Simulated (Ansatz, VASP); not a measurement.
# Two plane-wave programs on C

The input INCAR:

```
PREC = Accurate
ENCUT = 520
EDIFF = 1E-7
ISMEAR = 0
SIGMA = 0.05
LREAL = False
LASPH = True
NELM = 100
ALGO = Normal
ISIF = 2
LWAVE = False
LCHARG = False
GGA = PE
NBANDS = 26
```

File KPOINTS:

```
regular mesh
0
Gamma
  12 12 4
```

The input POSCAR:

```
C
1.0
    2.5220988435      0.0000000000      0.0000000000
   -1.2610494217      2.1842016693      0.0000000000
    0.0000000000      0.0000000000      8.2371000000
C
8
Direct
    0.0000000000      0.0000000000      0.0937500000
    0.0000000000      0.0000000000      0.5937500000
    0.0000000000      0.0000000000      0.4062500000
    0.0000000000      0.0000000000      0.9062500000
    0.3477288441      0.6954576882      0.1589491583
    0.6666666667      0.3333333333      0.6562500000
    0.3333333333      0.6666666667      0.3437500000
    0.6666666667      0.3333333333      0.8437500000
```

Input for Ansatz:

```yaml
crystal:
  lattice:
    - [2.5220988435, 0.0, 0.0]
    - [-1.2610494217, 2.1842016693, 0.0]
    - [0.0, 0.0, 8.2371]
  atoms:
    - { symbol: C, position: [0.0, 0.0, 0.09375] }
    - { symbol: C, position: [0.0, 0.0, 0.59375] }
    - { symbol: C, position: [0.0, 0.0, 0.40625] }
    - { symbol: C, position: [0.0, 0.0, 0.90625] }
    - { symbol: C, position: [0.3477288441, 0.6954576882, 0.1589491583] }
    - { symbol: C, position: [0.6666666667, 0.3333333333, 0.65625] }
    - { symbol: C, position: [0.3333333333, 0.6666666667, 0.34375] }
    - { symbol: C, position: [0.6666666667, 0.3333333333, 0.84375] }
basis:
  ecutwfc: 420
kpoints:
  mp_grid: { grid: [12, 12, 4] }
hamiltonian:
  xc: pbe
scf:
  occupations: { method: gaussian, width: 0.05 }
output:
  forces: true
  stress: true
  eigenvalues: true
```

Alike in both runs: task single point; functional PBE; k mesh 12 × 12 × 4; occupations gaussian, width 0.05 eV; no spin polarisation.

```csv
,VASP,Ansatz
version,VASP 6.6.1,Ansatz 0.2.0
potentials or method,"VASP PAW PBE potentials, release 64 (C), cutoff 520 eV","scalar-relativistic, plane waves, PAW"
valence electrons in the cell,32,32
```

VASP gave:

* gap on the k mesh at the Fermi level (eV): 3.97
* least direct gap on the mesh (eV): 4.48
* pressure (GPa): 3.3
* traceless stress, the component that is largest in VASP (GPa): 8.50
* rms of the force components (eV/Å): 0.644

Task: Estimate Ansatz's values.

Result: gap on the k mesh at the Fermi level (eV): 3.98; least direct gap on the mesh (eV): 4.49; pressure (GPa): 2.7; traceless stress, the component that is largest in VASP (GPa): 8.48; rms of the force components (eV/Å): 0.641.

Atom by atom the forces differ by 0.004 eV/Å (rms over components).
